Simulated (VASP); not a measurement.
## GaCo: single point with PBEsol

Crystal: GaCo.

```xyz
2
Lattice="3.0273 0.0000 0.0000 0.0000 3.0273 0.0000 0.0000 0.0000 2.8831" Properties=species:S:1:pos:R:3 pbc="T T T"
Ga    1.5136    1.5136    1.4416
Co    0.0000    0.0000    0.0000
```

This cell differs from its parent crystal: strain +0.050 along x and y, +0.000 along z.

* Program: VASP 6.6.1
* Task: single point
* Functional: PBEsol
* Potentials or basis: VASP PAW PBE potentials, release 64 (Ga_d, Co)
* Cutoff: 520 eV
* k mesh: 16 × 16 × 16
* Occupations: gaussian, width 0.15 eV
* Spin: no spin polarisation

```json
{
 "Pressure": "-20.1 GPa",
 "Band gap on the k mesh": "zero (bands 11 and 12 overlap by 1.30 eV)"
}
```

Stress tensor (GPa, compression positive):
```
-21.26   0.00   0.00
  0.00 -21.26   0.00
  0.00   0.00 -17.82
```

Levels at points of the mesh, in eV from the Fermi level:
```csv
k point,band 7,band 8,band 9,band 10,band 11,band 12,band 13,band 14,band 15,band 16
"(0.00, 0.00, 0.00)",-2.15,-2.15,-0.65,-0.51,-0.51,4.36,4.36,5.99,9.98,10.14
"(0.50, 0.00, 0.00)",-6.26,-1.96,-1.55,-1.23,-0.50,0.01,9.20,10.48,10.91,11.19
"(0.50, 0.50, 0.00)",-2.91,-2.91,-2.23,-0.87,-0.87,-0.24,1.72,2.48,11.36,15.28
"(0.00, 0.00, 0.50)",-6.11,-1.86,-1.52,-1.52,-0.62,0.36,9.64,9.64,11.12,11.52
"(0.50, 0.00, 0.50)",-2.77,-2.48,-2.06,-1.07,-1.02,-0.13,1.92,2.98,10.26,13.97
"(0.50, 0.50, 0.50)",-3.49,-3.49,-0.20,-0.07,0.08,3.73,3.74,3.74,4.07,4.58
```

Run time: 72 s on 1 thread of Intel(R) Xeon(R) 6975P-C (Granite Rapids), with other jobs on the host, peak memory 0.3 GiB.

Caveat: the cell differs from its parent crystal (strain +0.050 along x and y, +0.000 along z); the cell stands under tension; the PAW data sets were made with another functional, which shifts forces and pressure a little; the run has no spin polarisation, though such a crystal can be magnetic. Spin polarisation is off, so any magnetic state and its effect on volume and gap are missing.
